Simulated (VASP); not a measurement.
Wanted: the native input for a VASP 6.6.1 run.

```
Task                   : relaxation of cell and atoms
Functional             : r2SCAN
Potentials or basis    : VASP PAW PBE potentials, release 64 (K_sv, Zn, F)
Cutoff                 : 600 eV
k mesh                 : 6 × 6 × 6
Occupations            : fermi-dirac, width 0.02 eV
Spin                   : no spin polarisation
Dipole correction      : no
Further INCAR settings : ALGO = Normal; EDIFF = 1e-07; IBRION = 2; EDIFFG = -0.01; NSW = 80; ISIF = 3
```

KZnF3:

```xyz
5
Lattice="4.0500 0.0000 0.0000 0.0000 4.0500 0.0000 0.0000 0.0000 4.0500" Properties=species:S:1:pos:R:3 pbc="T T T"
K     0.0000    0.0000    0.0000
Zn    2.0250    2.0250    2.0250
F     2.0250    2.0250    0.0000
F     0.0000    2.0250    2.0250
F     2.0250    0.0000    2.0250
```

The input as run:

POSCAR

```
KZnF3
1.0
    4.0500000000      0.0000000000      0.0000000000
    0.0000000000      4.0500000000      0.0000000000
    0.0000000000      0.0000000000      4.0500000000
K Zn F
1 1 3
Direct
    0.0000000000      0.0000000000      0.0000000000
    0.5000000000      0.5000000000      0.5000000000
    0.5000000000      0.5000000000      0.0000000000
    0.0000000000      0.5000000000      0.5000000000
    0.5000000000      0.0000000000      0.5000000000
```

INCAR.step1

```
SYSTEM = KZnF3
PREC = Accurate
ENCUT = 600
ISMEAR = -1
SIGMA = 0.02
LREAL = .False.
LASPH = .True.
NELM = 60
GGA = PE
ALGO = Normal
EDIFF = 1E-4
LWAVE = .True.
LCHARG = .False.
```

INCAR.step2

```
SYSTEM = KZnF3
PREC = Accurate
ENCUT = 600
EDIFF = 1E-7
ISMEAR = -1
SIGMA = 0.02
LREAL = .False.
LASPH = .True.
NELM = 60
ALGO = Normal
ISIF = 3
LWAVE = .False.
LCHARG = .False.
METAGGA = R2SCAN
LMIXTAU = .True.
IBRION = 2
NSW = 80
EDIFFG = -0.01
ISTART = 1
```

KPOINTS

```
Automatic mesh
0
Gamma
  6 6 6
  0 0 0
```

Potentials or basis: VASP PAW PBE potentials, release 64 (K_sv, Zn, F).

The run is started by

```console
$ cat potpaw_PBE.64/K_sv/POTCAR potpaw_PBE.64/Zn/POTCAR potpaw_PBE.64/F/POTCAR > POTCAR
$ cp INCAR.step1 INCAR
$ mpirun -np 1 vasp_std > vasp.out
$ cp INCAR.step2 INCAR
$ mpirun -np 1 vasp_std > vasp.out
```

It gave:

```json
{
 "Relaxed volume": "13.27 Å³/atom",
 "Relaxed cell": "a = 4.048 Å, b = 4.048 Å, c = 4.048 Å, α = 90.00°, β = 90.00°, γ = 90.00°",
 "Space group after relaxing (to 0.1 Å)": "Pm-3m (No. 221)",
 "Energy gained by relaxing": "0.0 meV/atom",
 "Ionic steps": "2",
 "Pressure after relaxing": "0.0 GPa",
 "Band gap on the k mesh": "4.59 eV (least direct gap 6.58 eV)"
}
```

Caveat: the PAW data sets were made with another functional, which shifts forces and pressure a little.

It took 7.9 min on 1 thread of AMD EPYC 7R13, on a shared host, peak memory 0.19 GiB.
